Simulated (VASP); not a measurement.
# CO2 (Pa-3) in VASP: electric field gradients with PBE+D3(BJ)

Aim: the electric field gradients of CO2 with PBE+D3(BJ).

All numbers are computed with VASP 6.6.1; they aren't measurements. Logs are shortened: lines on timing, memory, paths and dates and some standing lists are left out, and cuts for length are marked.

## (1) The cell of the first run

The structure is cubic, space group Pa-3 (No. 205). Conventional cell: a = 5.720 Å, b = 5.720 Å, c = 5.720 Å, α = 90.00°, β = 90.00°, γ = 90.00°. Within 1.6 Å of C (site symmetry -3) lie 2 O at 1.17 Å. O (site symmetry 3) has 1 C at 1.17 Å within 1.6 Å.

## (2) Electric field gradients, PBE+D3(BJ)

File INCAR:

```
SYSTEM = CO2
PREC = Accurate ; ENCUT = 520
EDIFF = 1E-8 ; ISMEAR = 0
SIGMA = 0.01 ; LREAL = .False.
LASPH = .True. ; NELM = 80
ALGO = Normal ; ISIF = 2
LWAVE = .False. ; LCHARG = .False.
GGA = PE ; IVDW = 12
LEFG = .True. ; NBANDS = 44
```

File KPOINTS:

```
Automatic mesh
0
Gamma
  4 4 4
  0 0 0
```

File POSCAR:

```
CO2
1.0
    5.7204090888      0.0000000000      0.0000000000
    0.0000000000      5.7204090888      0.0000000000
    0.0000000000      0.0000000000      5.7204090888
C O
4 8
Direct
    0.0000000000      0.0000000000      0.0000000000
    0.5000000000      0.0000000000      0.5000000000
    0.5000000000      0.5000000000      0.0000000000
    0.0000000000      0.5000000000      0.5000000000
    0.1179796502      0.1179796502      0.1179796502
    0.3820203498      0.8820203498      0.6179796502
    0.6179796502      0.3820203498      0.8820203498
    0.8820203498      0.6179796502      0.3820203498
    0.8820203498      0.8820203498      0.8820203498
    0.6179796502      0.1179796502      0.3820203498
    0.3820203498      0.6179796502      0.1179796502
    0.1179796502      0.3820203498      0.6179796502
```

Potentials or basis: VASP PAW PBE potentials, release 64 (C, O).

Run with:

```console
> cat potpaw_PBE.64/C/POTCAR potpaw_PBE.64/O/POTCAR > POTCAR
> mpirun -np 1 vasp_std > vasp.out
```

OUTCAR:

```text
SYSTEM = CO2
   PREC = Accurate
   ENCUT = 520
   EDIFF = 1E-8
   ISMEAR = 0
   LREAL = .False.
   LASPH = .True.
   NELM = 80
   ISIF = 2
   GGA = PE
   IVDW = 12
 IVDW          = 12

 ion  position               nearest neighbor table
   1  0.000  0.000  0.000-   5 1.17   9 1.17
   2  0.500  0.000  0.500-   6 1.17  10 1.17
   3  0.500  0.500  0.000-   7 1.17  11 1.17
   4  0.000  0.500  0.500-   8 1.17  12 1.17
   5  0.118  0.118  0.118-   1 1.17
   6  0.382  0.882  0.618-   2 1.17
   7  0.618  0.382  0.882-   3 1.17
   8  0.882  0.618  0.382-   4 1.17
   9  0.882  0.882  0.882-   1 1.17
  10  0.618  0.118  0.382-   2 1.17
  11  0.382  0.618  0.118-   3 1.17
  12  0.118  0.382  0.618-   4 1.17

  LATTYP: Found a simple cubic cell.
 ALAT       =     5.7204090888

  Lattice vectors:

 A1 = (   5.7204090888,   0.0000000000,   0.0000000000)
 A2 = (   0.0000000000,   5.7204090888,   0.0000000000)
 A3 = (   0.0000000000,   0.0000000000,   5.7204090888)

Analysis of symmetry for initial positions (statically):
=====================================================================
 Subroutine PRICEL returns:
 Original cell was already a primitive cell.

 Routine SETGRP: Setting up the symmetry group for a
 simple cubic supercell.

 Subroutine GETGRP returns: Found 24 space group operations
 (whereof  6 operations were pure point group operations)
 out of a pool of 48 trial point group operations.

The static configuration has the point symmetry S_6 .
 The point group associated with its full space group is T_h .

Analysis of symmetry for dynamics (positions and initial velocities):
=====================================================================
 Subroutine PRICEL returns:
 Original cell was already a primitive cell.

 Routine SETGRP: Setting up the symmetry group for a
 simple cubic supercell.

 Subroutine GETGRP returns: Found 24 space group operations
 (whereof  6 operations were pure point group operations)
 out of a pool of 48 trial point group operations.

The dynamic configuration has the point symmetry S_6 .
 The point group associated with its full space group is T_h .

 Subroutine INISYM returns: Found 24 space group operations
 (whereof  6 operations are pure point group operations),
 and found     1 'primitive' translations

----------------------------------------------------------------------------------------

                                     Primitive cell

  volume of cell :     187.1894

  direct lattice vectors                    reciprocal lattice vectors
     5.720409089  0.000000000  0.000000000     0.174812672  0.000000000  0.000000000
     0.000000000  5.720409089  0.000000000     0.000000000  0.174812672  0.000000000
     0.000000000  0.000000000  5.720409089     0.000000000  0.000000000  0.174812672

  length of vectors
     5.720409089  5.720409089  5.720409089     0.174812672  0.174812672  0.174812672

  position of ions in fractional coordinates (direct lattice)
     0.000000000  0.000000000  0.000000000
     0.500000000  0.000000000  0.500000000
     0.500000000  0.500000000  0.000000000
     0.000000000  0.500000000  0.500000000
     0.117979650  0.117979650  0.117979650
     0.382020350  0.882020350  0.617979650
     0.617979650  0.382020350  0.882020350
     0.882020350  0.617979650  0.382020350
     0.882020350  0.882020350  0.882020350
     0.617979650  0.117979650  0.382020350
     0.382020350  0.617979650  0.117979650
     0.117979650  0.382020350  0.617979650

  ion indices of the primitive-cell ions
   primitive index   ion index
                 1           1
                 2           2
                 3           3
[... 84 lines left out ...]
   IALGO  =     38    algorithm
   IMIX   =      4    mixing-type and parameters
     AMIX     =   0.40;   BMIX     =  1.00
     AMIX_MAG =   1.60;   BMIX_MAG =  1.00
  volume/ion in A,a.u.               =      15.60       105.27
  Fermi-wavevector in a.u.,A,eV,Ry     =   1.144742  2.163249 17.829550  1.310435
  Thomas-Fermi vector in A             =   2.281433
   LORBIT       =      0    0 simple, 1 ext, 2 COOP (PROOUT), +10 PAW based schemes
   GGA     = PE    functional components
   LHFCALC =     F    Hartree Fock is set to
   AEXX    =    0.0000 exact exchange contribution
   IVDW    =    12    specifies the selected vdW correction
   LEPSILON=     F    determine dielectric tensor
   LRPA    =     F    only Hartree local field effects (RPA)
 non-spin polarized calculation
 Gauss-broadening in eV      SIGMA  =   0.01
  energy-cutoff  :      520.00
  volume of cell :      187.19
 maximum number of plane-waves:      5069
 NGX is ok and might be reduce to    48
   NGX = 21   NGY = 21   NGZ = 21

 number of electron      63.9999987 magnetization

 Free energy of the ion-electron system (eV)
  ---------------------------------------------------
  ext. energy  EPLUGINS =         0.00000000
  ---------------------------------------------------
  free energy    TOTEN  =       -92.19442991 eV

  energy without entropy =      -92.19442991  energy(sigma->0) =      -92.19442991

 E-fermi :  -3.8813     XC(G=0):  -7.6037

 val. band max:       -3.9686346490   @ k =   0.0000   0.0000   0.0000
 cond. band min:       2.7544757505   @ k =   0.0000   0.0000   0.0000
 fundamental gap:      6.7231103995
 Fermi energy:        -3.8812585573

 k-point     1 :       0.0000    0.0000    0.0000
  band No.  band energies     occupation
      1     -24.4911      2.00000
      2     -24.3231      2.00000
      3     -24.3231      2.00000
      4     -24.3231      2.00000
      5     -23.3793      2.00000
      6     -23.3793      2.00000
[... 506 lines left out ...]
     43       5.5675      0.00000
     44       5.5675      0.00000

------------------------ aborting loop because EDIFF is reached ----------------------------------------

 Edisp (eV)   -0.78427

 E8    (eV) :    -0.1993

  FORCE on cell =-STRESS in cart. coord.  units (eV):
  Direction    XX          YY          ZZ          XY          YZ          ZX
  --------------------------------------------------------------------------------------
  -------------------------------------------------------------------------------------
  Total       1.65661     1.65661     1.65661    -0.00000     0.00000     0.00000
  in kB      14.17914    14.17914    14.17914    -0.00000     0.00000     0.00000
  external pressure =       14.18 kB  Pullay stress =        0.00 kB

 VOLUME and BASIS-vectors are now :
 -----------------------------------------------------------------------------
  energy-cutoff  :      520.00
  volume of cell :      187.19
      direct lattice vectors                 reciprocal lattice vectors
     5.720409089  0.000000000  0.000000000     0.174812672  0.000000000  0.000000000
     0.000000000  5.720409089  0.000000000     0.000000000  0.174812672  0.000000000
     0.000000000  0.000000000  5.720409089     0.000000000  0.000000000  0.174812672

 POSITION                                       TOTAL-FORCE (eV/Angst)
 -----------------------------------------------------------------------------------
      0.00000      0.00000      0.00000         0.000000      0.000000     -0.000000
      2.86020      0.00000      2.86020         0.000000      0.000000     -0.000000
      2.86020      2.86020      0.00000         0.000000      0.000000     -0.000000
      0.00000      2.86020      2.86020         0.000000      0.000000     -0.000000
      0.67489      0.67489      0.67489         0.364790      0.364790      0.364790
      2.18531      5.04552      3.53510        -0.364790     -0.364790      0.364790
      3.53510      2.18531      5.04552         0.364790     -0.364790     -0.364790
      5.04552      3.53510      2.18531        -0.364790      0.364790     -0.364790
      5.04552      5.04552      5.04552        -0.364790     -0.364790     -0.364790
      3.53510      0.67489      2.18531         0.364790      0.364790     -0.364790
      2.18531      3.53510      0.67489        -0.364790      0.364790      0.364790
      0.67489      2.18531      3.53510         0.364790     -0.364790      0.364790
 -----------------------------------------------------------------------------------
    total drift:                               -0.000000      0.000000     -0.000000

  FREE ENERGIE OF THE ION-ELECTRON SYSTEM (eV)
  ---------------------------------------------------
  free  energy   TOTEN  =       -92.9786976476 eV

  energy  without entropy=      -92.9786976476  energy(sigma->0) =      -92.97869765

 Electric field gradients (V/A^2)
---------------------------------------------------------------------
 ion       V_xx      V_yy      V_zz      V_xy      V_xz      V_yz
---------------------------------------------------------------------
   1       0.000     0.000     0.000   -24.933   -24.933   -24.933
   2      -0.000     0.000     0.000   -24.933    24.933    24.933
   3       0.000     0.000     0.000    24.933    24.933   -24.933
   4       0.000     0.000     0.000    24.933   -24.933    24.933
   5       0.000     0.000    -0.000    34.239    34.239    34.239
   6       0.000     0.000    -0.000    34.239   -34.239   -34.239
   7       0.000     0.000    -0.000   -34.239   -34.239    34.239
   8      -0.000     0.000    -0.000   -34.239    34.239   -34.239
   9       0.000     0.000    -0.000    34.239    34.239    34.239
  10      -0.000     0.000    -0.000    34.239   -34.239   -34.239
  11      -0.000     0.000    -0.000   -34.239   -34.239    34.239
  12      -0.000     0.000    -0.000   -34.239    34.239   -34.239
---------------------------------------------------------------------

 Electric field gradients after diagonalization (V/A^2)
 (convention: |V_zz| > |V_xx| > |V_yy|)
----------------------------------------------------------------------
 ion       V_xx      V_yy      V_zz     asymmetry (V_yy - V_xx)/ V_zz
----------------------------------------------------------------------
   1      24.933    24.933   -49.865       0.000
   2      24.933    24.933   -49.865       0.000
   3      24.933    24.933   -49.865       0.000
   4      24.933    24.933   -49.865       0.000
   5     -34.239   -34.239    68.477       0.000
   6     -34.239   -34.239    68.477       0.000
   7     -34.239   -34.239    68.477       0.000
   8     -34.239   -34.239    68.477       0.000
   9     -34.239   -34.239    68.477       0.000
  10     -34.239   -34.239    68.477       0.000
  11     -34.239   -34.239    68.477       0.000
  12     -34.239   -34.239    68.477       0.000
----------------------------------------------------------------------

           NMR quadrupolar parameters

 Cq : quadrupolar parameter    Cq=e*Q*V_zz/h
 eta: asymmetry parameters     (V_yy - V_xx)/ V_zz
 Q  : nuclear electric quadrupole moment in mb (millibarn)
----------------------------------------------------------------------
 ion       Cq(MHz)       eta       Q (mb)
----------------------------------------------------------------------
   1      -0.121       0.000       1.000
   2      -0.121       0.000       1.000
   3      -0.121       0.000       1.000
   4      -0.121       0.000       1.000
   5       0.166       0.000       1.000
   6       0.166       0.000       1.000
   7       0.166       0.000       1.000
   8       0.166       0.000       1.000
   9       0.166       0.000       1.000
  10       0.166       0.000       1.000
  11       0.166       0.000       1.000
  12       0.166       0.000       1.000
----------------------------------------------------------------------
```

Wall time 2.3 min (1 thread of Intel Xeon Platinum 8259CL at 2.50GHz (Skylake/Cascade Lake), shared host); peak memory 0.34 GiB.

What came out:

```
Free energy                             : -92.9787 eV
Pressure                                : 1.4 GPa
Largest force                           : 0.632 eV/Å
Band gap on the k mesh                  : 6.72 eV
Largest electric field gradient by atom : C -49.9; O +68.5 V/Å²
Dispersion energy per atom              : -0.065 eV
```

Forces in eV/Å, atoms in the order of the input:
```
C    0.000  0.000  0.000
C    0.000  0.000  0.000
C    0.000  0.000  0.000
C    0.000  0.000  0.000
O    0.365  0.365  0.365
O   -0.365 -0.365  0.365
O    0.365 -0.365 -0.365
O   -0.365  0.365 -0.365
O   -0.365 -0.365 -0.365
O    0.365  0.365 -0.365
O   -0.365  0.365  0.365
O    0.365 -0.365  0.365
```

Electric field gradients, principal values (V/Å²):
| atom | least | middle | greatest (by size) |
| --- | --- | --- | --- |
| 1 C | 24.933 | 24.933 | -49.865 |
| 2 C | 24.933 | 24.933 | -49.865 |
| 3 C | 24.933 | 24.933 | -49.865 |
| 4 C | 24.933 | 24.933 | -49.865 |
| 5 O | -34.239 | -34.239 | 68.477 |
| 6 O | -34.239 | -34.239 | 68.477 |
| 7 O | -34.239 | -34.239 | 68.477 |
| 8 O | -34.239 | -34.239 | 68.477 |
| 9 O | -34.239 | -34.239 | 68.477 |
| 10 O | -34.239 | -34.239 | 68.477 |
| 11 O | -34.239 | -34.239 | 68.477 |
| 12 O | -34.239 | -34.239 | 68.477 |

Caveat: without QUAD_EFG the Cq values of the log hold for a quadrupole moment of 1 mb, not for the nuclei. A k mesh can miss the band edges.
